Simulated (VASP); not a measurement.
Input of a VASP 6.6.1 run:

The input INCAR:

```
PREC     = Accurate       # precision mode
ENCUT    = 520            # plane-wave cutoff, eV
EDIFF    = 1E-7           # SCF threshold, eV
ISMEAR   = -1             # smearing method
SIGMA    = 0.15           # smearing width, eV
LREAL    = F              # projectors in reciprocal space
LASPH    = T              # aspherical terms in the spheres
NELM     = 60             # most SCF steps
ALGO     = Normal         # electronic algorithm
ISIF     = 2              # what is computed and relaxed
LWAVE    = F              # write WAVECAR
LCHARG   = T              # write CHGCAR
GGA      = CA             # functional
LELF     = T              # ELF
LVHAR    = T            
NBANDS   = 14             # bands
```

The input KPOINTS:

```
Automatic mesh
0
Gamma
  16 16 16
```

File POSCAR:

```
HfC
1.0
    0.0000000000      2.2864679761      2.2864679761
    2.2864679761      0.0000000000      2.2864679761
    2.2864679761      2.2864679761      0.0000000000
Hf C
1 1
Direct
    0.5000000000      0.5000000000      0.5000000000
    0.0000000000      0.0000000000      0.0000000000
```

Potentials or basis: VASP PAW LDA potentials, release 64 (Hf_pv, C).

Launch:

```sh
$ cat potpaw_LDA.64/Hf_pv/POTCAR potpaw_LDA.64/C/POTCAR > POTCAR
$ mpirun -np 1 vasp_std > vasp.out
```

What does it give for the band gap on the k mesh?

Zero (band 7 reaches 7.30 eV, above the bottom of band 8 at 5.83 eV).

What does it give for the pressure?

0.7 GPa.

Caveat: spin-orbit coupling is left out, which moves the levels of the heavy elements.
